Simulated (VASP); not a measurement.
Set up this calculation in VASP 6.6.1, as the native input.

- Task: single point
- Functional: LDA
- Potentials or basis: VASP PAW LDA potentials, release 64 (Pt)
- Cutoff: 520 eV
- k mesh: 22 × 22 × 22
- Occupations: gaussian, width 0.15 eV
- Spin: no spin polarisation
- Dipole correction: no
- Further INCAR settings: ALGO = Fast; EDIFF = 1e-06; NBANDS = 11

The structure of Pt lies in POSCAR:

```
Pt
1.0
   -1.1529456788      1.5998096227      1.5998096227
    1.5998096227     -1.1529456788      1.5998096227
    1.5998096227      1.5998096227     -1.1529456788
Pt
1
Direct
    0.0000000000      0.0000000000      0.0000000000
```

These files were run (other wordings do the same):

INCAR

```
SYSTEM = Pt
  PREC = Accurate
  ENCUT = 520
  EDIFF = 1E-6
  ISMEAR = 0
  SIGMA = 0.15
  LREAL = .False.
  LASPH = .True.
  NELM = 60
  ALGO = Fast
  ISIF = 2
  LWAVE = .False.
  LCHARG = .False.
  GGA = CA
  NBANDS = 11
```

KPOINTS

```
regular mesh
0
Gamma
  22 22 22
  0 0 0
```

Potentials or basis: VASP PAW LDA potentials, release 64 (Pt).

Command:

```console
$ cat potpaw_LDA.64/Pt/POTCAR > POTCAR
$ mpirun -np 1 vasp_std > vasp.out
```

Results of the run:

The pressure is 17.5 GPa and the band gap on the k mesh is zero (bands 5 and 6 overlap by 3.16 eV).

Caveat: the cell stands under pressure; spin-orbit coupling is left out, which moves the levels of the heavy elements.

It took 59 s on 1 thread of Intel(R) Xeon(R) 6975P-C (Granite Rapids), on a shared host, peak memory 0.27 GiB.
